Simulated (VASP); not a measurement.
# Ti2Au (Fm-3m) in VASP: further runs

The runs below take Ti2Au through single point, with PBEsol.

Everything below comes from runs of VASP 6.6.1. Logs are shortened: lines on timing, memory, paths and dates and some standing lists are left out, and cuts for length are marked.

### Step 1. The cell of the first run

It takes space group Fm-3m (No. 225, cubic). Conventional cell: a = 5.894 Å, b = 5.894 Å, c = 5.894 Å, α = 90.00°, β = 90.00°, γ = 90.00°. Within 3.4 Å of Au (site symmetry m-3m) lie 8 Ti at 2.55 Å. Ti (site symmetry -43m) has 4 Au at 2.55 Å and 6 Ti at 2.95 Å within 3.4 Å.

### Step 2. Single point, PBEsol

INCAR reads:

```
ALGO = Normal ; EDIFF = 1E-6
ENCUT = 500 ; GGA = PS
GGA_COMPAT = False ; ISIF = 2
ISMEAR = -1 ; LASPH = True
LCHARG = False ; LREAL = False
LWAVE = False ; NBANDS = 24
NELM = 120 ; PREC = Accurate
SIGMA = 0.1
```

KPOINTS reads:

```
k-points
0
Gamma
  5 5 5
```

POSCAR reads:

```
Ti2Au
1.0
    0.0000000000      2.9470752800      2.9470752800
    2.9470752800      0.0000000000      2.9470752800
    2.9470752800      2.9470752800      0.0000000000
Au Ti
1 2
Direct
    0.0000000000      0.0000000000      0.0000000000
    0.2500000000      0.2500000000      0.2500000000
    0.7500000000      0.7500000000      0.7500000000
```

Potentials or basis: VASP PAW PBE potentials, release 64 (Au, Ti_sv).

Launch:

```
cat potpaw_PBE.64/Au/POTCAR potpaw_PBE.64/Ti_sv/POTCAR > POTCAR
mpirun -np 1 vasp_std > vasp.out
```

OUTCAR:

```text
EDIFF = 1E-6
   ENCUT = 500
   GGA = PS
   ISIF = 2
   ISMEAR = -1
   LASPH = True
   LREAL = False
   NELM = 120
   PREC = Accurate

 ion  position               nearest neighbor table
   1  0.000  0.000  0.000-   3 2.55   3 2.55   3 2.55   2 2.55   3 2.55   2 2.55   2 2.55   2 2.55

   2  0.250  0.250  0.250-   1 2.55   1 2.55   1 2.55   1 2.55
   3  0.750  0.750  0.750-   1 2.55   1 2.55   1 2.55   1 2.55

  LATTYP: Found a face centered cubic cell.
 ALAT       =     5.8941505600

  Lattice vectors:

 A1 = (   0.0000000000,   2.9470752800,   2.9470752800)
 A2 = (   2.9470752800,   0.0000000000,   2.9470752800)
 A3 = (   2.9470752800,   2.9470752800,   0.0000000000)

Analysis of symmetry for initial positions (statically):
=====================================================================
 Subroutine PRICEL returns:
 Original cell was already a primitive cell.

 Routine SETGRP: Setting up the symmetry group for a
 face centered cubic supercell.

 Subroutine GETGRP returns: Found 48 space group operations
 (whereof 48 operations were pure point group operations)
 out of a pool of 48 trial point group operations.

The static configuration has the point symmetry O_h .

Analysis of symmetry for dynamics (positions and initial velocities):
=====================================================================
 Subroutine PRICEL returns:
 Original cell was already a primitive cell.

 Routine SETGRP: Setting up the symmetry group for a
 face centered cubic supercell.

 Subroutine GETGRP returns: Found 48 space group operations
 (whereof 48 operations were pure point group operations)
 out of a pool of 48 trial point group operations.

The dynamic configuration has the point symmetry O_h .

 Subroutine INISYM returns: Found 48 space group operations
 (whereof 48 operations are pure point group operations),
 and found     1 'primitive' translations

----------------------------------------------------------------------------------------

                                     Primitive cell

  volume of cell :      51.1922

  direct lattice vectors                    reciprocal lattice vectors
     0.000000000  2.947075280  2.947075280    -0.169659731  0.169659731  0.169659731
[... 67 lines left out ...]
   ISPIN  =      1    spin polarized calculation?
   LNONCOLLINEAR =      F non collinear calculations
   LSORBIT =      F    spin-orbit coupling
   LASPH  =      T    aspherical Exc in radial PAW
   ENCUT  =  500.0 eV  36.75 Ry    6.06 a.u.   7.60  7.60  7.60*2*pi/ulx,y,z
   NELM   =    120;   NELMIN=  2; NELMDL= -5     # of ELM steps
   EDIFF  = 0.1E-05   stopping-criterion for ELM
   LREAL  =      F    real-space projection
   EDIFFG = 0.1E-04   stopping-criterion for IOM
   NSW    =      0    number of steps for IOM
   IBRION =     -1    ionic relax: 0-MD 1-quasi-New 2-CG
   NFREE  =      0    steps in history (QN), initial steepest desc. (CG)
   ISIF   =      2    stress and relaxation
   ISYM   =      2    0-nonsym 1-usesym 2-fastsym
   POTIM  = 0.5000    time-step for ionic-motion
   TEBEG  =    0.0;   TEEND  =   0.0 temperature during run
   PSTRESS=    0.0 pullay stress
   NELECT =      35.0000    total number of electrons
   NUPDOWN=      -1.0000    fix difference up-down
   EMIN   =  10.00;   EMAX   =-10.00  energy-range for DOS
   EFERMI =   0.00;   METHOD = LEGACY
   ISMEAR =    -1;   SIGMA  =   0.10  broadening in eV -4-tet -1-fermi 0-gaus
   EFERMI_NEDOS =   21; number of points for ismear=-14 and -15
   IALGO  =     38    algorithm
   IMIX   =      4    mixing-type and parameters
     AMIX     =   0.40;   BMIX     =  1.00
     AMIX_MAG =   1.60;   BMIX_MAG =  1.00
  volume/ion in A,a.u.               =      17.06       115.15
  Fermi-wavevector in a.u.,A,eV,Ry     =   1.442214  2.725389 28.299851  2.079980
  Thomas-Fermi vector in A             =   2.560759
   LORBIT       =      0    0 simple, 1 ext, 2 COOP (PROOUT), +10 PAW based schemes
   GGA     = PS    functional components
   LHFCALC =     F    Hartree Fock is set to
   AEXX    =    0.0000 exact exchange contribution
   IVDW    =     0    specifies the selected vdW correction
   LEPSILON=     F    determine dielectric tensor
   LRPA    =     F    only Hartree local field effects (RPA)
 non-spin polarized calculation
  energy-cutoff  :      500.00
  volume of cell :       51.19
 maximum number of plane-waves:      1315
 NGX is ok and might be reduce to    30
   NGX = 15   NGY = 15   NGZ = 15

 number of electron      35.0000015 magnetization

 Free energy of the ion-electron system (eV)
  ---------------------------------------------------
  ext. energy  EPLUGINS =         0.00000000
  ---------------------------------------------------
  free energy    TOTEN  =       -19.93891961 eV

  energy without entropy =      -19.79908240  energy(sigma->0) =      -19.86900100

 E-fermi :   9.1552     XC(G=0): -11.9398

 val. band max:        9.1132417887   @ k =  -0.2000   0.2000   0.0000
 cond. band min:       9.2606959339   @ k =  -0.4000   0.2000   0.0000
 fundamental gap:      0.1474541452
 Fermi energy:         9.1552280288

 k-point     1 :       0.0000    0.0000    0.0000
  band No.  band energies     occupation
      1     -47.6806      2.00000
      2     -47.5707      2.00000
      3     -24.1553      2.00000
      4     -24.1552      2.00000
      5     -24.1552      2.00000
      6     -23.8813      2.00000
[... 259 lines left out ...]
     23      11.1380      0.00000
     24      11.9059      0.00000

------------------------ aborting loop because EDIFF is reached ----------------------------------------

  FORCE on cell =-STRESS in cart. coord.  units (eV):
  Direction    XX          YY          ZZ          XY          YZ          ZX
  --------------------------------------------------------------------------------------
  -------------------------------------------------------------------------------------
  Total        6.7214279      6.7214279      6.7214279      0.0000000      0.0000000      0.0000000
  in kB      210.3625569    210.3625569    210.3625569      0.0000000      0.0000000      0.0000000
  external PRESSURE =     210.3625569 kB  Pullay stress =       0.0000000 kB

 VOLUME and BASIS-vectors are now :
 -----------------------------------------------------------------------------
  energy-cutoff  :      500.00
  volume of cell :       51.19
      direct lattice vectors                 reciprocal lattice vectors
     0.000000000  2.947075280  2.947075280    -0.169659731  0.169659731  0.169659731
     2.947075280  0.000000000  2.947075280     0.169659731 -0.169659731  0.169659731
     2.947075280  2.947075280  0.000000000     0.169659731  0.169659731 -0.169659731

 POSITION                                       TOTAL-FORCE (eV/Angst)
 -----------------------------------------------------------------------------------
      0.00000      0.00000      0.00000         0.000000      0.000000      0.000000
      1.47354      1.47354      1.47354        -0.000000     -0.000000     -0.000000
      4.42061      4.42061      4.42061         0.000000      0.000000      0.000000
 -----------------------------------------------------------------------------------
    total drift:                                0.000000     -0.000000      0.000000

  FREE ENERGIE OF THE ION-ELECTRON SYSTEM (eV)
  ---------------------------------------------------
  free  energy   TOTEN  =       -19.9389196099 eV

  energy  without entropy=      -19.7990823978  energy(sigma->0) =      -19.86900100
```

stdout:

```text
POSCAR found type information on POSCAR AuTi
 POSCAR found :  2 types and       3 ions
 scaLAPACK will be used
 -----------------------------------------------------------------------------
|                                                                             |
|                                                                             |
|     You enforced a specific xc type in the INCAR file but a different       |
|     I HOPE YOU KNOW WHAT YOU ARE DOING!                                     |
|                                                                             |
 -----------------------------------------------------------------------------

 LDA part: xc-table for (Slater+PW92), standard interpolation
 POSCAR, INCAR and KPOINTS ok, starting setup
 FFT: planning ... GRIDC
 FFT: planning ... GRID_SOFT
 FFT: planning ... GRID
 WAVECAR not read
 entering main loop
```

Wall time 16 s (1 thread of Intel Xeon 6975P-C, shared host); peak memory 0.17 GiB.

What came out:

```yaml
Free_energy: -19.9389 eV
Pressure: 21.0 GPa
```

Caveat: the k points lie up to 0.37 Å⁻¹ apart; the PAW data sets were made with another functional, which shifts forces and pressure a little; spin-orbit coupling is left out, which moves the levels of the heavy elements.

### Step 3. Single point, PBEsol

INCAR reads:

```
SYSTEM = Ti2Au
PREC = Accurate ; ENCUT = 500
EDIFF = 1E-6 ; ISMEAR = -1
SIGMA = 0.1 ; LREAL = .False.
LASPH = .True. ; NELM = 120
ALGO = Normal ; ISIF = 2
LWAVE = .False. ; LCHARG = .False.
GGA = PS ; NBANDS = 24
GGA_COMPAT = .False.
```

KPOINTS reads:

```
Automatic mesh
0
Gamma
  5 5 5
  0 0 0
```

POSCAR is that of step 2.

Potentials or basis: VASP PAW PBE potentials, release 64 (Au, Ti_sv).

Launch:

```
cat potpaw_PBE.64/Au/POTCAR potpaw_PBE.64/Ti_sv/POTCAR > POTCAR
mpirun -np 1 vasp_std > vasp.out
```

OUTCAR:

```text
SYSTEM = Ti2Au
   PREC = Accurate
   ENCUT = 500
   EDIFF = 1E-6
   ISMEAR = -1
   LREAL = .False.
   LASPH = .True.
   NELM = 120
   ISIF = 2
   GGA = PS

 ion  position               nearest neighbor table
   1  0.000  0.000  0.000-   3 2.55   3 2.55   3 2.55   2 2.55   3 2.55   2 2.55   2 2.55   2 2.55

   2  0.250  0.250  0.250-   1 2.55   1 2.55   1 2.55   1 2.55
   3  0.750  0.750  0.750-   1 2.55   1 2.55   1 2.55   1 2.55

  LATTYP: Found a face centered cubic cell.
 ALAT       =     5.8941505600
[... 446 lines left out ...]

  FORCE on cell =-STRESS in cart. coord.  units (eV):
  Direction    XX          YY          ZZ          XY          YZ          ZX
  --------------------------------------------------------------------------------------
  -------------------------------------------------------------------------------------
  Total        6.7214279      6.7214279      6.7214279      0.0000000      0.0000000      0.0000000
  in kB      210.3625569    210.3625569    210.3625569      0.0000000      0.0000000      0.0000000
  external PRESSURE =     210.3625569 kB  Pullay stress =       0.0000000 kB

 VOLUME and BASIS-vectors are now :
 -----------------------------------------------------------------------------
  energy-cutoff  :      500.00
  volume of cell :       51.19
      direct lattice vectors                 reciprocal lattice vectors
     0.000000000  2.947075280  2.947075280    -0.169659731  0.169659731  0.169659731
     2.947075280  0.000000000  2.947075280     0.169659731 -0.169659731  0.169659731
     2.947075280  2.947075280  0.000000000     0.169659731  0.169659731 -0.169659731

 POSITION                                       TOTAL-FORCE (eV/Angst)
 -----------------------------------------------------------------------------------
      0.00000      0.00000      0.00000         0.000000      0.000000      0.000000
      1.47354      1.47354      1.47354        -0.000000     -0.000000     -0.000000
      4.42061      4.42061      4.42061         0.000000      0.000000      0.000000
 -----------------------------------------------------------------------------------
    total drift:                                0.000000     -0.000000      0.000000

  FREE ENERGIE OF THE ION-ELECTRON SYSTEM (eV)
  ---------------------------------------------------
  free  energy   TOTEN  =       -19.9389196099 eV

  energy  without entropy=      -19.7990823978  energy(sigma->0) =      -19.86900100
```

OSZICAR:

```text
N       E                     dE             d eps       ncg     rms          rms(c)
DAV:   1     0.395812980372E+03    0.39581E+03   -0.17199E+04   480   0.165E+03
DAV:   2     0.161630617531E+02   -0.37965E+03   -0.36954E+03   520   0.486E+02
DAV:   3    -0.199507824861E+02   -0.36114E+02   -0.35593E+02   864   0.132E+02
DAV:   4    -0.226269341311E+02   -0.26762E+01   -0.26632E+01   600   0.309E+01
DAV:   5    -0.227500527563E+02   -0.12312E+00   -0.12307E+00   752   0.525E+00    0.159E+01
DAV:   6    -0.200284034864E+02    0.27216E+01   -0.99472E+00   608   0.276E+01    0.483E+00
DAV:   7    -0.199459448176E+02    0.82459E-01   -0.81090E-01   664   0.604E+00    0.268E+00
DAV:   8    -0.199383440073E+02    0.76008E-02   -0.85103E-02   616   0.203E+00    0.130E+00
DAV:   9    -0.199397483235E+02   -0.14043E-02   -0.54764E-02   560   0.239E+00    0.145E-01
DAV:  10    -0.199388361838E+02    0.91214E-03   -0.66425E-03   584   0.782E-01    0.122E-01
DAV:  11    -0.199389346575E+02   -0.98474E-04   -0.81629E-04   616   0.201E-01    0.458E-02
DAV:  12    -0.199389189258E+02    0.15732E-04   -0.85615E-05   624   0.732E-02    0.289E-02
DAV:  13    -0.199389196099E+02   -0.68409E-06   -0.27229E-06   480   0.148E-02
   1 F= -.19938920E+02 E0= -.19869001E+02  d E =-.139837E+00
```

stdout:

```text
POSCAR found type information on POSCAR AuTi
 POSCAR found :  2 types and       3 ions
 scaLAPACK will be used
 -----------------------------------------------------------------------------
|                                                                             |
|                                                                             |
|     You enforced a specific xc type in the INCAR file but a different       |
|     I HOPE YOU KNOW WHAT YOU ARE DOING!                                     |
|                                                                             |
 -----------------------------------------------------------------------------

 LDA part: xc-table for (Slater+PW92), standard interpolation
 POSCAR, INCAR and KPOINTS ok, starting setup
 FFT: planning ... GRIDC
 FFT: planning ... GRID_SOFT
 FFT: planning ... GRID
 WAVECAR not read
 entering main loop
```

Wall time 14 s (1 thread of Intel Xeon 6975P-C, shared host); peak memory 0.17 GiB.

What came out:

```yaml
Free_energy: -19.9389 eV
Pressure: 21.0 GPa
```

Caveat: the k points lie up to 0.37 Å⁻¹ apart; the PAW data sets were made with another functional, which shifts forces and pressure a little; spin-orbit coupling is left out, which moves the levels of the heavy elements.
